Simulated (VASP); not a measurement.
# KBr (I4/mmm) in VASP: a series of runs

The runs below take KBr through single point, with PBE.

Everything below comes from runs of VASP 6.6.1. Logs are shortened: lines on timing, memory, paths and dates and some standing lists are left out, and cuts for length are marked.

### Step 1. The cell of the first run

The structure is tetragonal, space group I4/mmm (No. 139). The conventional cell has a = 4.517 Å, b = 4.517 Å, c = 6.783 Å, α = 90.00°, β = 90.00°, γ = 90.00°. Within 4.2 Å of K (site symmetry 4/mmm) lie 6 Br at 3.19 to 3.39 Å. Br (site symmetry 4/mmm) has 6 K at 3.19 to 3.39 Å within 4.2 Å.

### Step 2. Single point, PBE (strain -0.030 along x and y, +0.030 along z)

Input file INCAR:

```
ALGO = Normal ; EDIFF = 1E-6
ENCUT = 520 ; GGA = PE
ISIF = 2 ; ISMEAR = 0
LASPH = T ; LCHARG = F
LREAL = F ; LWAVE = F
NBANDS = 15 ; NELM = 60
PREC = Accurate ; SIGMA = 0.05
```

Input file KPOINTS:

```
k-points
0
Gamma
  6 6 6
```

Input file POSCAR:

```
KBr
1.0
    0.0000000000      3.1937250000      3.3912750000
    3.1937250000      0.0000000000      3.3912750000
    3.1937250000      3.1937250000      0.0000000000
K Br
1 1
Direct
    0.0000000000      0.0000000000      0.0000000000
    0.5000000000      0.5000000000      0.5000000000
```

Potentials or basis: VASP PAW PBE potentials, release 64 (K_sv, Br).

On the command line:

```
> cat potpaw_PBE.64/K_sv/POTCAR potpaw_PBE.64/Br/POTCAR > POTCAR
> mpirun -np 1 vasp_std > vasp.out
```

OUTCAR:

```text
EDIFF = 1E-6
   ENCUT = 520
   GGA = PE
   ISIF = 2
   ISMEAR = 0
   LASPH = T
   LREAL = F
   NELM = 60
   PREC = Accurate

 ion  position               nearest neighbor table
   1  0.000  0.000  0.000-   2 3.19   2 3.19   2 3.19   2 3.19
   2  0.500  0.500  0.500-   1 3.19   1 3.19   1 3.19   1 3.19

  LATTYP: Found a body centered tetragonal cell.
 ALAT       =     4.5166092095
 C/A-ratio  =     1.5016906899

  Lattice vectors:

 A1 = (  -3.1937250000,   0.0000000000,   3.3912750000)
 A2 = (   3.1937250000,   0.0000000000,   3.3912750000)
 A3 = (   0.0000000000,   3.1937250000,  -3.3912750000)

Analysis of symmetry for initial positions (statically):
=====================================================================
 Subroutine PRICEL returns:
 Original cell was already a primitive cell.

 Routine SETGRP: Setting up the symmetry group for a
 body centered tetragonal supercell.

 Subroutine GETGRP returns: Found 16 space group operations
 (whereof 16 operations were pure point group operations)
 out of a pool of 16 trial point group operations.

The static configuration has the point symmetry D_4h.

Analysis of symmetry for dynamics (positions and initial velocities):
=====================================================================
 Subroutine PRICEL returns:
 Original cell was already a primitive cell.

 Routine SETGRP: Setting up the symmetry group for a
 body centered tetragonal supercell.

 Subroutine GETGRP returns: Found 16 space group operations
 (whereof 16 operations were pure point group operations)
 out of a pool of 16 trial point group operations.

The dynamic configuration has the point symmetry D_4h.

 Subroutine INISYM returns: Found 16 space group operations
 (whereof 16 operations are pure point group operations),
 and found     1 'primitive' translations

----------------------------------------------------------------------------------------

                                     Primitive cell

  volume of cell :      69.1812

  direct lattice vectors                    reciprocal lattice vectors
     0.000000000  3.193725000  3.391275000    -0.156556998  0.156556998  0.147437173
     3.193725000  0.000000000  3.391275000     0.156556998 -0.156556998  0.147437173
     3.193725000  3.193725000  0.000000000     0.156556998  0.156556998 -0.147437173

  length of vectors
     4.658393017  4.658393017  4.516609209     0.266003586  0.266003586  0.266003586

  position of ions in fractional coordinates (direct lattice)
     0.000000000  0.000000000  0.000000000
     0.500000000  0.500000000  0.500000000
[... 76 lines left out ...]
   NELM   =     60;   NELMIN=  2; NELMDL= -5     # of ELM steps
   EDIFF  = 0.1E-05   stopping-criterion for ELM
   LREAL  =      F    real-space projection
[... 7 lines left out ...]
   TEBEG  =    0.0;   TEEND  =   0.0 temperature during run
   PSTRESS=    0.0 pullay stress
   NELECT =      16.0000    total number of electrons
   NUPDOWN=      -1.0000    fix difference up-down
   EMIN   =  10.00;   EMAX   =-10.00  energy-range for DOS
   EFERMI =   0.00;   METHOD = LEGACY
   ISMEAR =     0;   SIGMA  =   0.05  broadening in eV -4-tet -1-fermi 0-gaus
   EFERMI_NEDOS =   21; number of points for ismear=-14 and -15
   IALGO  =     38    algorithm
   IMIX   =      4    mixing-type and parameters
     AMIX     =   0.40;   BMIX     =  1.00
     AMIX_MAG =   1.60;   BMIX_MAG =  1.00
  volume/ion in A,a.u.               =      34.59       233.43
  Fermi-wavevector in a.u.,A,eV,Ry     =   1.004891  1.898968 13.739235  1.009805
  Thomas-Fermi vector in A             =   2.137535
   LORBIT       =      0    0 simple, 1 ext, 2 COOP (PROOUT), +10 PAW based schemes
   GGA     = PE    functional components
   LHFCALC =     F    Hartree Fock is set to
   AEXX    =    0.0000 exact exchange contribution
   IVDW    =     0    specifies the selected vdW correction
   LEPSILON=     F    determine dielectric tensor
   LRPA    =     F    only Hartree local field effects (RPA)
 non-spin polarized calculation
 Gauss-broadening in eV      SIGMA  =   0.05
  energy-cutoff  :      520.00
  volume of cell :       69.18
 maximum number of plane-waves:      1889
 NGX is ok and might be reduce to    36
   NGX = 17   NGY = 17   NGZ = 17

 number of electron      16.0000001 magnetization

 Free energy of the ion-electron system (eV)
  ---------------------------------------------------
  ext. energy  EPLUGINS =         0.00000000
  ---------------------------------------------------
  free energy    TOTEN  =        -6.17679242 eV

  energy without entropy =       -6.17679242  energy(sigma->0) =       -6.17679242

 E-fermi :  -1.3061     XC(G=0):  -7.5195

 val. band max:       -1.5701501603   @ k =   0.0000   0.0000   0.0000
 cond. band min:       2.9450545997   @ k =   0.0000   0.0000   0.0000
 fundamental gap:      4.5152047601
 Fermi energy:        -1.3060639317

 k-point     1 :       0.0000    0.0000    0.0000
  band No.  band energies     occupation
      1     -29.2778      2.00000
      2     -13.9294      2.00000
      3     -12.7612      2.00000
      4     -12.7608      2.00000
      5     -12.7608      2.00000
      6      -1.6087      2.00000
      7      -1.5702      2.00000
      8      -1.5702      2.00000
      9       2.9451      0.00000
     10       5.7815      0.00000
     11       6.1605      0.00000
     12       6.1605      0.00000
     13       6.7637      0.00000
     14       7.0064      0.00000
[... 401 lines left out ...]
      2     -13.9129      2.00000
      3     -12.8293      2.00000
      4     -12.7956      2.00000
      5     -12.7230      2.00000
      6      -2.4222      2.00000
      7      -2.0473      2.00000
      8      -1.9197      2.00000
      9       4.6603      0.00000
     10       5.9984      0.00000
     11       7.5249      0.00000
     12       8.1014      0.00000
     13       8.4145      0.00000
     14       8.9833      0.00000
     15       9.6381      0.00000

 [... further k-points ...]
[... 5 lines left out ...]
  --------------------------------------------------------------------------------------
  -------------------------------------------------------------------------------------
  Total        1.0291443      1.0291443      0.0785158      0.0000000      0.0000000     -0.0000000
  in kB       23.8341027     23.8341027      1.8183590      0.0000000      0.0000000     -0.0000000
  external PRESSURE =      16.4955214 kB  Pullay stress =       0.0000000 kB

 VOLUME and BASIS-vectors are now :
 -----------------------------------------------------------------------------
  energy-cutoff  :      520.00
  volume of cell :       69.18
      direct lattice vectors                 reciprocal lattice vectors
     0.000000000  3.193725000  3.391275000    -0.156556998  0.156556998  0.147437173
     3.193725000  0.000000000  3.391275000     0.156556998 -0.156556998  0.147437173
     3.193725000  3.193725000  0.000000000     0.156556998  0.156556998 -0.147437173

 POSITION                                       TOTAL-FORCE (eV/Angst)
 -----------------------------------------------------------------------------------
      0.00000      0.00000      0.00000        -0.000000     -0.000000     -0.000000
      3.19373      3.19373      3.39127         0.000000      0.000000      0.000000
 -----------------------------------------------------------------------------------
    total drift:                                0.000000      0.000000      0.000000

  FREE ENERGIE OF THE ION-ELECTRON SYSTEM (eV)
  ---------------------------------------------------
  free  energy   TOTEN  =        -6.1767924235 eV

  energy  without entropy=       -6.1767924235  energy(sigma->0) =       -6.17679242
```

stdout:

```text
POSCAR found type information on POSCAR K Br
 POSCAR found :  2 types and       2 ions
 scaLAPACK will be used
 LDA part: xc-table for (Slater+PW92), standard interpolation
 POSCAR, INCAR and KPOINTS ok, starting setup
 FFT: planning ... GRIDC
 FFT: planning ... GRID_SOFT
 FFT: planning ... GRID
 WAVECAR not read
 entering main loop
```

Wall time 18 s (1 thread of AMD EPYC 9R45 (Zen 5), shared host); peak memory 0.18 GiB.

Results:

```yaml
Free_energy: -6.1768 eV
Pressure: 1.6 GPa
Band_gap_on_the_k_mesh: 4.52 eV, direct
```

Caveat: the cell differs from its parent crystal (strain -0.030 along x and y, +0.030 along z).

### Step 3. Single point, PBE (strain +0.000 along x and y, -0.030 along z)

Input file INCAR:

```
PREC = Accurate
ENCUT = 520
EDIFF = 1E-6
ISMEAR = 0
SIGMA = 0.05
LREAL = False
LASPH = True
NELM = 100
ALGO = Normal
ISIF = 2
LWAVE = False
LCHARG = False
GGA = PE
NBANDS = 15
```

Input file KPOINTS:

```
regular mesh
0
Gamma
  6 6 6
```

Input file POSCAR:

```
KBr
1.0
    0.0000000000      3.2925000000      3.1937250000
    3.2925000000      0.0000000000      3.1937250000
    3.2925000000      3.2925000000      0.0000000000
K Br
1 1
Direct
    0.0000000000      0.0000000000      0.0000000000
    0.5000000000      0.5000000000      0.5000000000
```

Potentials or basis: VASP PAW PBE potentials, release 64 (K_sv, Br).

On the command line:

```
> cat potpaw_PBE.64/K_sv/POTCAR potpaw_PBE.64/Br/POTCAR > POTCAR
> mpirun -np 1 vasp_std > vasp.out
```

Wall time 18 s (1 thread of AMD EPYC 9R45 (Zen 5), shared host); peak memory 0.18 GiB.

Results (log left out):

```
Free energy            : -6.1914 eV
Pressure               : 1.5 GPa
Band gap on the k mesh : 4.52 eV, direct
```

Stress tensor (GPa, compression positive):
```
1.06 0.00 0.00
0.00 1.06 0.00
0.00 0.00 2.36
```

Levels at points of the mesh, in eV from the valence-band top:
```csv
k point,band 6,band 7,band 8,band 9,band 10,band 11
"(0.00, 0.00, 0.00)",-0.02,-0.02,0.00,4.52,7.53,7.53
"(0.50, 0.00, 0.00)",-1.27,-0.38,-0.38,6.65,8.35,9.85
"(0.50, 0.50, 0.00)",-0.83,-0.34,-0.34,5.78,7.35,9.46
"(0.50, 0.00, 0.50)",-0.88,-0.30,-0.29,5.82,7.31,9.39
```

Caveat: the cell differs from its parent crystal (strain +0.000 along x and y, -0.030 along z).
